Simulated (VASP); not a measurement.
Fe: single point with PBE

The system is Fe.

```
CELL_PARAMETERS angstrom
0.00000 1.83950 1.83950
1.83950 0.00000 1.83950
1.83950 1.83950 0.00000
ATOMIC_POSITIONS crystal
Fe 0.00000 0.00000 0.00000
```

* Program: VASP 6.6.1
* Task: single point
* Functional: PBE
* Potentials or basis: VASP PAW PBE potentials, release 64 (Fe)
* Cutoff: 520 eV
* k mesh: 12 × 12 × 12
* Occupations: fermi-dirac, width 0.1 eV
* Spin: collinear spin, ferromagnetic start
* Starting moments: [4.0] μB

```json
{
  "Pressure": "-5.1 GPa",
  "Net moment": "2.63 μB per cell",
  "Site moments": "Fe +2.63 μB",
  "Valence electrons inside the program's atomic spheres": "Fe 7.09"
}
```

Levels at points of the mesh, in eV from the Fermi level:
Spin up:
```
           k point  band 1  band 2  band 3  band 4  band 5  band 6  band 7  band 8  band 9  band 10
(0.00, 0.00, 0.00)   -8.22   -2.44   -2.44   -2.44   -1.53   -1.53   21.45   25.24   25.24    25.24
(0.50, 0.00, 0.00)   -4.75   -2.60   -2.60   -0.65   -0.65   -0.17    5.65   20.10   22.83    22.83
(0.50, 0.50, 0.00)   -4.85   -4.23   -0.80   -0.38   -0.38    2.37    8.83   13.66   13.66    18.40
```
Spin down:
```
           k point  band 1  band 2  band 3  band 4  band 5  band 6
(0.00, 0.00, 0.00)   -7.98   -0.05   -0.05   -0.05    1.49    1.49
(0.50, 0.00, 0.00)   -3.33   -0.04   -0.01   -0.01    2.24    2.24
(0.50, 0.50, 0.00)   -3.02   -2.30    2.36    2.36    2.36    2.59
```

It took 13 s on 1 thread of Intel(R) Xeon(R) 6975P-C (Granite Rapids), on a shared host, peak memory 0.13 GiB.
